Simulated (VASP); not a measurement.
Write the native input for VASP 6.6.1 that does the following.

```yaml
Task: single point
Functional: PBE
Potentials_or_basis: VASP PAW PBE potentials, release 64 (Ge_d)
Cutoff: 520 eV
k_mesh: 11 × 11 × 10
Occupations: gaussian, width 0.03 eV
Spin: no spin polarisation
Dipole_correction: no
Further_INCAR_settings: ALGO = Normal; EDIFF = 1e-07; NBANDS = 13
```

The structure of Ge lies in POSCAR:

```
Ge
1.0
    1.3971490000     -2.6005160000      0.0000000000
    1.3971490000      2.6005160000      0.0000000000
    0.0000000000      0.0000000000      2.6982310000
Ge
1
Direct
    0.5000000000      0.5000000000      0.0000000000
```

The input as run:

INCAR

```
PREC = Accurate ; ENCUT = 520
EDIFF = 1E-7 ; ISMEAR = 0
SIGMA = 0.03 ; LREAL = F
LASPH = T ; NELM = 100
ALGO = Normal ; ISIF = 2
LWAVE = F ; LCHARG = T
GGA = PE ; LELF = T
LVHAR = T ; NBANDS = 13
```

KPOINTS

```
regular mesh
0
Gamma
  11 11 10
```

Potentials or basis: VASP PAW PBE potentials, release 64 (Ge_d).

The run is started by

```bash
$ cat potpaw_PBE.64/Ge_d/POTCAR > POTCAR
$ mpirun -np 1 vasp_std > vasp.out
```

Results of the run:

```
Pressure               : -0.6 GPa
Band gap on the k mesh : zero (bands 7 and 8 overlap by 9.06 eV)
```

Wall time 55 s on 1 thread of Intel Xeon 8259CL, on a shared host, peak memory 0.17 GiB.
